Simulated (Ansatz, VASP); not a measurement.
One calculation of Ir, two programs

Contents of INCAR:

```
PREC = Accurate ; ENCUT = 600
EDIFF = 1E-6 ; ISMEAR = 0
SIGMA = 0.1 ; LREAL = False
LASPH = True ; NELM = 80
ALGO = Normal ; ISIF = 3
LWAVE = False ; LCHARG = False
GGA = CA ; IBRION = 2
NSW = 100 ; EDIFFG = -0.002
```

KPOINTS

```
Automatic mesh
0
Gamma
  18 18 18
```

File POSCAR:

```
Ir
1.0
    0.0000000000      1.9156000000      1.9156000000
    1.9156000000      0.0000000000      1.9156000000
    1.9156000000      1.9156000000      0.0000000000
Ir
1
Direct
    0.0000000000      0.0000000000      0.0000000000
```

Input for Ansatz:

```yaml
crystal:
  lattice:
    - [0.0, 1.9156, 1.9156]
    - [1.9156, 0.0, 1.9156]
    - [1.9156, 1.9156, 0.0]
  atoms:
    - { symbol: Ir, position: [0.0, 0.0, 0.0] }
basis:
  ecutwfc: 420
kpoints:
  mp_grid: { grid: [18, 18, 18] }
hamiltonian:
  xc: lda
scf:
  occupations: { method: gaussian, width: 0.1 }
output:
  forces: true
  stress: true
  eigenvalues: true
  write_density: true
  write_potential: true
  elf: true
  volumetric_format: npy
relax:
  adjacent_minimum: "off"
  f_tol: 0.002
  max_steps: 80
  cell: { stress_tol: 0.02 }
```

Alike in both runs: task relaxation of cell and atoms; functional LDA; k mesh 18 × 18 × 18; occupations gaussian, width 0.1 eV; no spin polarisation.

|  | VASP | Ansatz |
| --- | --- | --- |
| version | VASP 6.6.1 | Ansatz 0.2.0 |
| potentials or method | VASP PAW LDA potentials, release 64 (Ir), cutoff 600 eV | scalar-relativistic, plane waves, PAW |
| valence electrons in the cell | 9 | 17 |

|  | VASP | Ansatz | Ansatz less VASP |
| --- | --- | --- | --- |
| gap on the k mesh at the Fermi level, each at its own relaxed structure (eV) | none | none | - |
| relaxed volume (Å³/atom) | 13.93 | 13.84 | -0.091 |
| relaxed length of the cell vector where the two differ most in proportion (Å) | 2.701 | 2.695 | -0.0059 |

LDA's correlation is that of Perdew and Zunger in VASP and of Perdew and Wang (1992) in Ansatz. A gap of «none» marks a metal or a gap that the smearing closes. VASP's potentials hold 9 valence electrons a cell and Ansatz's 17, so a difference there can come from the potentials and not from the codes.

Spin-orbit coupling is off throughout.
